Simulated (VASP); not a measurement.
A run of VASP 6.6.1 is set up as follows.

Contents of INCAR:

```
SYSTEM = Al3GaN4
  PREC = Accurate
  ENCUT = 600
  EDIFF = 1E-7
  ISMEAR = 0
  SIGMA = 0.02
  LREAL = .FALSE.
  LASPH = .TRUE.
  NELM = 100
  ALGO = Normal
  ISIF = 3
  LWAVE = .FALSE.
  LCHARG = .FALSE.
  GGA = CA
  IBRION = 2
  NSW = 100
  EDIFFG = -0.005
```

The input KPOINTS:

```
Automatic mesh
0
G
  6 8 4
  0 0 0
```

The input POSCAR:

```
Al3GaN4
1.0
    5.0376935905      0.0000000000      0.0000000000
    0.0000000000      3.1254377800      0.0000000000
   -0.0033559659      0.0000000000      5.4111720837
Al Ga N
3 1 4
Direct
    0.5000987300      0.5000000000      0.1672803900
    0.0007635700      0.5000000000      0.8349643100
    0.0008865500      0.0000000000      0.3315828000
    0.4997148900      0.0000000000      0.6661637400
    0.1101354300      0.0000000000      0.6662955400
    0.1225865200      0.5000000000      0.1671738600
    0.6259035500      0.5000000000      0.8412775200
    0.6235097600      0.0000000000      0.3252628400
```

Potentials or basis: VASP PAW LDA potentials, release 64 (Al, Ga_d, N).

The run is started by

```console
$ cat potpaw_LDA.64/Al/POTCAR potpaw_LDA.64/Ga_d/POTCAR potpaw_LDA.64/N/POTCAR > POTCAR
$ mpirun -np 1 vasp_std > vasp.out
```

Task: Predict the relaxed cell.

Result: a = 5.008 Å, b = 3.107 Å, c = 5.378 Å, α = 90.00°, β = 90.04°, γ = 90.00°.

Task: Estimate the relaxed volume.

Result: 10.46 Å³/atom.

Forces on the atoms (eV/Å):
```
Al  -0.003  0.000  0.001
Al  -0.002  0.000  0.004
Al   0.001  0.000 -0.003
Ga  -0.001  0.000  0.000
N   -0.003  0.000  0.001
N    0.003  0.000 -0.003
N    0.003  0.000 -0.002
N    0.002  0.000  0.001
```
